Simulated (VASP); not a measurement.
Write the native input for VASP 6.6.1 that does the following.

* Task: single point
* Functional: PBEsol
* Potentials or basis: VASP PAW PBE potentials, release 64 (Ga_d, Al, As)
* Cutoff: 520 eV
* k mesh: 2 × 2 × 2
* Occupations: gaussian, width 0.02 eV
* Spin: no spin polarisation
* Dipole correction: no
* Further INCAR settings: LREAL = Auto; ALGO = Normal; EDIFF = 1e-06; NBANDS = 48

The structure of Al6GaAs8 (a cell with a defect) lies in POSCAR:

```
Al6GaAs8
1.0
    0.0000000000      5.6758016010     -5.6758016010
    5.6758016010      5.6758016010      0.0000000000
    5.6758016010      0.0000000000     -5.6758016010
Ga Al As
1 6 8
Direct
    0.4875781774     -0.4814641512      0.4875781774
   -0.0312991913      0.0102646294      0.5230281480
   -0.0305452009      0.5086258652      0.5231619617
    0.5230281480      0.0102646294     -0.0312991913
    0.5231619617      0.5086258652     -0.0305452009
    0.0530219379     -0.0476870086      0.0530219379
    0.0033233191      0.5021478375      0.0033233191
    0.1504188413      0.1266579684      0.1504188413
    0.1505746783      0.5831350764      0.1505746783
    0.7096598477      0.1383946366      0.0243534763
    0.6290829474      0.6350905570      0.1123374362
    0.0243535644      0.1383947247      0.7096597597
    0.1123374362      0.6350905570      0.6290829474
    0.5973294590      0.1372342719      0.5973294590
    0.5979740376      0.6785578973      0.5979740376
```

These files were run (other wordings do the same):

INCAR

```
SYSTEM = Al6GaAs8
ALGO = Normal ; EDIFF = 1E-6
ENCUT = 520 ; GGA = PS
ISIF = 2 ; ISMEAR = 0
LASPH = .TRUE. ; LCHARG = .FALSE.
LREAL = Auto ; LWAVE = .FALSE.
NBANDS = 48 ; NELM = 80
PREC = Accurate ; SIGMA = 0.02
```

KPOINTS

```
k-points
0
G
  2 2 2
  0 0 0
```

Potentials or basis: VASP PAW PBE potentials, release 64 (Ga_d, Al, As).

The run is started by

```console
$ cat potpaw_PBE.64/Ga_d/POTCAR potpaw_PBE.64/Al/POTCAR potpaw_PBE.64/As/POTCAR > POTCAR
$ mpirun -np 1 vasp_std > vasp.out
```

It gave:

```yaml
Pressure: -0.9 GPa
Largest_force: 0.200 eV/Å
Band_gap_on_the_k_mesh: zero (an odd number of electrons rules out a gap without spin polarisation)
```

Caveat: the k points lie up to 0.48 Å⁻¹ apart, too coarse for converged energies and pressures of a metal; the PAW data sets were made with another functional, which shifts forces and pressure a little.

It took 76 s on 1 thread of Intel(R) Xeon(R) 6975P-C (Granite Rapids) (shared host), peak memory 0.49 GiB.
